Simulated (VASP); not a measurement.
A run of VASP 6.6.1:

INCAR

```
SYSTEM = Ge
PREC = Accurate ; ENCUT = 520
EDIFF = 1E-6 ; ISMEAR = 0
SIGMA = 0.1 ; LREAL = .FALSE.
LASPH = .TRUE. ; NELM = 80
ALGO = Normal ; ISIF = 2
LWAVE = .FALSE. ; LCHARG = .FALSE.
LDIPOL = .TRUE. ; IDIPOL = 3
DIPOL = 0.5 0.5 0.500 ; GGA = PE
EFIELD = 0.3 ; NBANDS = 51
```

The input KPOINTS:

```
Automatic mesh
0
G
  9 9 1
  0 0 0
```

The input POSCAR:

```
Ge
1.0
    4.0581567079      0.0000000000      0.0000000000
   -2.0290783540      3.5144668016      0.0000000000
    0.0000000000      0.0000000000     22.5329916876
Ge
6
Direct
    0.3333333333      0.6666666667      0.3328452832
    0.6666666667      0.3333333333      0.3701445245
    0.6666666667      0.3333333333      0.4813503793
    0.3333333333      0.6666666667      0.5186496207
    0.3333333333      0.6666666667      0.6298554755
    0.6666666667      0.3333333333      0.6671547168
```

Potentials or basis: VASP PAW PBE potentials, release 64 (Ge_d).

The run is started by

```bash
$ cat potpaw_PBE.64/Ge_d/POTCAR > POTCAR
$ mpirun -np 1 vasp_std > vasp.out
```

Hardware: 1 thread of AMD EPYC 7R13 Processor (Zen 3) (shared host).

Problem. How long does it take, and how much memory?

Solution. It took 4.8 min on 1 thread of AMD EPYC 7R13 Processor (Zen 3), on a shared host, peak memory 0.43 GiB. Counts: scf iterations 27, k points 12.
